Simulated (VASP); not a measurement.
# W (Fm-3m) in VASP: notebook

The runs below take W through single point, with PBEsol.

All numbers are computed with VASP 6.6.1; they aren't measurements. Logs are shortened: lines on timing, memory, paths and dates and some standing lists are left out, and cuts for length are marked.

## (1) The cell of the first run

The structure is cubic, space group Fm-3m (No. 225). The conventional cell has a = 3.998 Å, b = 3.998 Å, c = 3.998 Å, α = 90.00°, β = 90.00°, γ = 90.00°. Within 3.7 Å of W (site symmetry m-3m) lie 12 W at 2.83 Å.

## (2) Single point, PBEsol

File INCAR:

```
SYSTEM = W
PREC = Accurate
ENCUT = 520
EDIFF = 1E-6
ISMEAR = 0
SIGMA = 0.1
LREAL = .False.
LASPH = .True.
NELM = 80
ALGO = Normal
ISIF = 2
LWAVE = .False.
LCHARG = .False.
GGA = PS
NBANDS = 13
```

File KPOINTS:

```
regular mesh
0
Gamma
  18 18 18
  0 0 0
```

File POSCAR:

```
W
1.0
    0.0000000000      1.9989957668      1.9989957668
    1.9989957668      0.0000000000      1.9989957668
    1.9989957668      1.9989957668      0.0000000000
W
1
Direct
    0.0000000000      0.0000000000      0.0000000000
```

Potentials or basis: VASP PAW PBE potentials, release 64 (W_sv).

Run with:

```sh
cat potpaw_PBE.64/W_sv/POTCAR > POTCAR
mpirun -np 1 vasp_std > vasp.out
```

OUTCAR:

```text
SYSTEM = W
   PREC = Accurate
   ENCUT = 520
   EDIFF = 1E-6
   ISMEAR = 0
   LREAL = .False.
   LASPH = .True.
   NELM = 80
   ISIF = 2
   GGA = PS

 ion  position               nearest neighbor table
   1  0.000  0.000  0.000-

  LATTYP: Found a face centered cubic cell.
 ALAT       =     3.9979915336

  Lattice vectors:

 A1 = (   0.0000000000,   1.9989957668,   1.9989957668)
 A2 = (   1.9989957668,   0.0000000000,   1.9989957668)
 A3 = (   1.9989957668,   1.9989957668,   0.0000000000)

Analysis of symmetry for initial positions (statically):
=====================================================================
 Subroutine PRICEL returns:
 Original cell was already a primitive cell.

 Routine SETGRP: Setting up the symmetry group for a
 face centered cubic supercell.

 Subroutine GETGRP returns: Found 48 space group operations
 (whereof 48 operations were pure point group operations)
 out of a pool of 48 trial point group operations.

The static configuration has the point symmetry O_h .

Analysis of symmetry for dynamics (positions and initial velocities):
=====================================================================
 Subroutine PRICEL returns:
 Original cell was already a primitive cell.

 Routine SETGRP: Setting up the symmetry group for a
 face centered cubic supercell.

 Subroutine GETGRP returns: Found 48 space group operations
 (whereof 48 operations were pure point group operations)
 out of a pool of 48 trial point group operations.

The dynamic configuration has the point symmetry O_h .

 Subroutine INISYM returns: Found 48 space group operations
 (whereof 48 operations are pure point group operations),
 and found     1 'primitive' translations

----------------------------------------------------------------------------------------

                                     Primitive cell

  volume of cell :      15.9759

  direct lattice vectors                    reciprocal lattice vectors
     0.000000000  1.998995767  1.998995767    -0.250125592  0.250125592  0.250125592
     1.998995767  0.000000000  1.998995767     0.250125592 -0.250125592  0.250125592
     1.998995767  1.998995767  0.000000000     0.250125592  0.250125592 -0.250125592

  length of vectors
     2.827006925  2.827006925  2.827006925     0.433230234  0.433230234  0.433230234
[... 71 lines left out ...]
   ISTART =      0    job   : 0-new  1-cont  2-samecut
   ICHARG =      2    charge: 1-file 2-atom 10-const
   ISPIN  =      1    spin polarized calculation?
   LNONCOLLINEAR =      F non collinear calculations
   LSORBIT =      F    spin-orbit coupling
   LASPH  =      T    aspherical Exc in radial PAW
   ENCUT  =  520.0 eV  38.22 Ry    6.18 a.u.   5.26  5.26  5.26*2*pi/ulx,y,z
   NELM   =     80;   NELMIN=  2; NELMDL= -5     # of ELM steps
   EDIFF  = 0.1E-05   stopping-criterion for ELM
   LREAL  =      F    real-space projection
[... 7 lines left out ...]
   TEBEG  =    0.0;   TEEND  =   0.0 temperature during run
   PSTRESS=    0.0 pullay stress
   NELECT =      14.0000    total number of electrons
   NUPDOWN=      -1.0000    fix difference up-down
   EMIN   =  10.00;   EMAX   =-10.00  energy-range for DOS
   EFERMI =   0.00;   METHOD = LEGACY
   ISMEAR =     0;   SIGMA  =   0.10  broadening in eV -4-tet -1-fermi 0-gaus
   EFERMI_NEDOS =   21; number of points for ismear=-14 and -15
   IALGO  =     38    algorithm
   IMIX   =      4    mixing-type and parameters
     AMIX     =   0.40;   BMIX     =  1.00
     AMIX_MAG =   1.60;   BMIX_MAG =  1.00
  volume/ion in A,a.u.               =      15.98       107.81
  Fermi-wavevector in a.u.,A,eV,Ry     =   1.566615  2.960473 33.392545  2.454283
  Thomas-Fermi vector in A             =   2.668917
   LORBIT       =      0    0 simple, 1 ext, 2 COOP (PROOUT), +10 PAW based schemes
   GGA     = PS    functional components
   LHFCALC =     F    Hartree Fock is set to
   AEXX    =    0.0000 exact exchange contribution
   IVDW    =     0    specifies the selected vdW correction
   LEPSILON=     F    determine dielectric tensor
   LRPA    =     F    only Hartree local field effects (RPA)
 non-spin polarized calculation
 Gauss-broadening in eV      SIGMA  =   0.10
  energy-cutoff  :      520.00
  volume of cell :       15.98
 maximum number of plane-waves:       444
 NGX is ok and might be reduce to    24
   NGX = 11   NGY = 11   NGZ = 11

 number of electron      14.0000000 magnetization

 Free energy of the ion-electron system (eV)
  ---------------------------------------------------
  ext. energy  EPLUGINS =         0.00000000
  ---------------------------------------------------
  free energy    TOTEN  =       -13.31318489 eV

  energy without entropy =      -13.30668767  energy(sigma->0) =      -13.30993628

 E-fermi :  10.6757     XC(G=0): -13.7071

 val. band max:       10.6705968099   @ k =   0.3889   0.1111   0.0000
 cond. band min:      10.6778263388   @ k =  -0.4444   0.3333   0.0000
 fundamental gap:      0.0072295289
 Fermi energy:        10.6757030288

 k-point     1 :       0.0000    0.0000    0.0000
  band No.  band energies     occupation
      1     -62.8902      2.00000
      2     -26.4804      2.00000
      3     -26.4804      2.00000
      4     -26.4804      2.00000
      5       1.5439      2.00000
      6      10.0938      2.00000
      7      10.0938      2.00000
      8      10.0938      2.00000
      9      13.3327      0.00000
     10      13.3327      0.00000
     11      23.5505      0.00000
     12      28.8652      0.00000
     13      28.8652      0.00000
[... 354 lines left out ...]
  band No.  band energies     occupation
      1     -62.8313      2.00000
      2     -27.1015      2.00000
      3     -26.6031      2.00000
      4     -26.5469      2.00000
      5       3.8146      2.00000
      6       8.9789      2.00000
      7      10.5147      1.97721
      8      10.6673      1.09406
      9      12.8230      0.00000
     10      13.8990      0.00000
     11      24.2406      0.00000
     12      27.8247      0.00000
     13      32.0868      0.00000

 [... further k-points ...]
[... 5 lines left out ...]
  --------------------------------------------------------------------------------------
  -------------------------------------------------------------------------------------
  Total        0.0669748      0.0669748      0.0669748     -0.0000000     -0.0000000     -0.0000000
  in kB        6.7167052      6.7167052      6.7167052     -0.0000000     -0.0000000     -0.0000000
  external PRESSURE =       6.7167052 kB  Pullay stress =       0.0000000 kB

 VOLUME and BASIS-vectors are now :
 -----------------------------------------------------------------------------
  energy-cutoff  :      520.00
  volume of cell :       15.98
      direct lattice vectors                 reciprocal lattice vectors
     0.000000000  1.998995767  1.998995767    -0.250125592  0.250125592  0.250125592
     1.998995767  0.000000000  1.998995767     0.250125592 -0.250125592  0.250125592
     1.998995767  1.998995767  0.000000000     0.250125592  0.250125592 -0.250125592

 POSITION                                       TOTAL-FORCE (eV/Angst)
 -----------------------------------------------------------------------------------
      0.00000      0.00000      0.00000         0.000000      0.000000      0.000000
 -----------------------------------------------------------------------------------
    total drift:                               -0.000000      0.000000      0.000000

  FREE ENERGIE OF THE ION-ELECTRON SYSTEM (eV)
  ---------------------------------------------------
  free  energy   TOTEN  =       -13.3131848911 eV

  energy  without entropy=      -13.3066876668  energy(sigma->0) =      -13.30993628
```

OSZICAR:

```text
N       E                     dE             d eps       ncg     rms          rms(c)
DAV:   1     0.827866951751E+02    0.82787E+02   -0.74903E+03  5102   0.123E+03
DAV:   2    -0.123627321121E+02   -0.95149E+02   -0.91644E+02  5600   0.314E+02
DAV:   3    -0.139722371180E+02   -0.16095E+01   -0.16009E+01  5680   0.394E+01
DAV:   4    -0.139789407501E+02   -0.67036E-02   -0.67034E-02  5635   0.281E+00
DAV:   5    -0.139789981472E+02   -0.57397E-04   -0.57397E-04  5760   0.244E-01    0.207E+01
DAV:   6    -0.134530355433E+02    0.52596E+00   -0.43313E-01  5425   0.862E+00    0.819E+00
DAV:   7    -0.133182948076E+02    0.13474E+00   -0.20816E-01  5655   0.560E+00    0.488E-01
DAV:   8    -0.133132124830E+02    0.50823E-02   -0.41395E-03  5145   0.852E-01    0.597E-02
DAV:   9    -0.133131810088E+02    0.31474E-04   -0.72195E-05  6358   0.955E-02    0.379E-02
DAV:  10    -0.133131845878E+02   -0.35789E-05   -0.48063E-06  5430   0.280E-02    0.672E-03
DAV:  11    -0.133131848911E+02   -0.30337E-06   -0.86500E-08  2940   0.323E-03
   1 F= -.13313185E+02 E0= -.13309936E+02  d E =-.649722E-02
```

stdout:

```text
POSCAR found type information on POSCAR W
 POSCAR found :  1 types and       1 ions
 scaLAPACK will be used
 -----------------------------------------------------------------------------
|                                                                             |
|                                                                             |
|     You enforced a specific xc type in the INCAR file but a different       |
|     I HOPE YOU KNOW WHAT YOU ARE DOING!                                     |
|                                                                             |
 -----------------------------------------------------------------------------

 LDA part: xc-table for (Slater+PW92), standard interpolation
 POSCAR, INCAR and KPOINTS ok, starting setup
 FFT: planning ... GRIDC
 FFT: planning ... GRID_SOFT
 FFT: planning ... GRID
 WAVECAR not read
 entering main loop
```

Wall time 37 s (1 thread of Intel Xeon Platinum 8375C at 2.90GHz (Ice Lake), shared host); peak memory 0.16 GiB.

Results:

```
Free energy            : -13.3132 eV
Pressure               : 0.7 GPa
Band gap on the k mesh : zero (band 7 reaches 13.91 eV, above the bottom of band 8 at 10.09 eV)
```

Caveat: the PAW data sets were made with another functional, which shifts forces and pressure a little; spin-orbit coupling is left out, which moves the levels of the heavy elements.

## (3) Single point, PBEsol (volume scaled by 1.06)

Edit INCAR of step 2 so:

```diff
@@ -9,3 +9,3 @@
 NELM = 80
-ALGO = Normal
+ALGO = Fast
 ISIF = 2
```

File KPOINTS:

```
Automatic mesh
0
Gamma
  18 18 18
  0 0 0
```

File POSCAR:

```
W
1.0
    0.0000000000      2.0382017158      2.0382017158
    2.0382017158      0.0000000000      2.0382017158
    2.0382017158      2.0382017158      0.0000000000
W
1
Direct
    0.0000000000      0.0000000000      0.0000000000
```

Potentials or basis: VASP PAW PBE potentials, release 64 (W_sv).

Run with:

```sh
cat potpaw_PBE.64/W_sv/POTCAR > POTCAR
mpirun -np 1 vasp_std > vasp.out
```

It took 48 s on 1 thread of Intel Xeon Platinum 8375C at 2.90GHz (Ice Lake), shared host; peak memory 0.16 GiB.

Results (log left out):

```yaml
Free_energy: -13.2681 eV
Pressure: -15.2 GPa
Band_gap_on_the_k_mesh: zero (band 7 reaches 12.79 eV, above the bottom of band 8 at 9.37 eV)
```

Levels at points of the mesh, in eV from the Fermi level:
| k point | band 3 | band 4 | band 5 | band 6 | band 7 | band 8 | band 9 | band 10 | band 11 | band 12 |
| --- | --- | --- | --- | --- | --- | --- | --- | --- | --- | --- |
| (0.00, 0.00, 0.00) | -37.35 | -37.35 | -8.83 | -0.52 | -0.52 | -0.52 | 2.46 | 2.46 | 12.79 | 17.82 |
| (0.50, 0.00, 0.00) | -37.49 | -37.49 | -5.43 | -0.73 | -0.73 | 0.57 | 4.84 | 4.84 | 9.82 | 12.41 |
| (0.50, 0.50, 0.00) | -37.73 | -37.73 | -5.28 | -4.32 | 2.90 | 4.79 | 5.54 | 5.54 | 11.48 | 11.48 |

Caveat: the PAW data sets were made with another functional, which shifts forces and pressure a little; spin-orbit coupling is left out, which moves the levels of the heavy elements.

## (4) Single point, PBEsol (strained)

File INCAR:

```
PREC = Accurate
ENCUT = 520
EDIFF = 1E-7
ISMEAR = 0
SIGMA = 0.1
LREAL = False
LASPH = True
NELM = 60
ALGO = Normal
ISIF = 2
LWAVE = False
LCHARG = True
GGA = PS
LELF = True
LVHAR = True
NBANDS = 13
```

File KPOINTS:

```
regular mesh
0
Gamma
  18 18 18
```

File POSCAR:

```
W
1.0
    0.0000000000      1.9916533000      1.9916533000
    1.9916533000      0.0000000000      1.9916533000
    1.9916533000      1.9916533000      0.0000000000
W
1
Direct
    0.0000000000      0.0000000000      0.0000000000
```

Run with:

```sh
cat potpaw_PBE.64/W_sv/POTCAR > POTCAR
mpirun -np 1 vasp_std > vasp.out
```

It took 45 s on 1 thread of Intel Xeon 6975P-C, shared host; peak memory 0.17 GiB.

The run converged. Its results:

| Item | Value |
| --- | --- |
| Free energy | -13.3105 eV |
| Pressure | 4.1 GPa |
| Band gap on the k mesh | zero (band 7 reaches 14.13 eV, above the bottom of band 8 at 10.23 eV) |

Levels at points of the mesh, in eV from the Fermi level:
| k point | band 3 | band 4 | band 5 | band 6 | band 7 | band 8 | band 9 | band 10 | band 11 | band 12 |
| --- | --- | --- | --- | --- | --- | --- | --- | --- | --- | --- |
| (0.00, 0.00, 0.00) | -37.12 | -37.12 | -9.19 | -0.60 | -0.60 | -0.60 | 2.69 | 2.69 | 12.89 | 18.26 |
| (0.50, 0.00, 0.00) | -37.29 | -37.29 | -5.81 | -0.84 | -0.84 | 0.79 | 5.33 | 5.33 | 10.87 | 12.52 |
| (0.50, 0.50, 0.00) | -37.59 | -37.59 | -5.76 | -4.75 | 3.30 | 5.29 | 6.12 | 6.12 | 12.08 | 12.08 |

Caveat: the cell differs from its parent crystal (strained); the PAW data sets were made with another functional, which shifts forces and pressure a little; spin-orbit coupling is left out, which moves the levels of the heavy elements.

## (5) The runs side by side

| cell | gap on the mesh (eV) | pressure (GPa) |
| --- | --- | --- |
| a = 2.827 Å, angles 60.0°, 1 atom | none | 0.7 |
| a = 2.882 Å, angles 60.0°, 1 atom | none | -15.2 |
| a = 2.817 Å, angles 60.0°, 1 atom | none | 4.1 |

Alike in all rows: task single point; level PBEsol; potentials or basis VASP PAW PBE potentials, release 64 (W_sv); no spin polarisation; k mesh 18 × 18 × 18; cutoff (eV) 520; smearing gaussian 0.1 eV.

Caveats: the PAW data sets were made with another functional, which shifts forces and pressure a little; spin-orbit coupling is left out, which moves the levels of the heavy elements.

Total energies depend on the potentials used, so only differences within one code and one set of settings carry meaning.
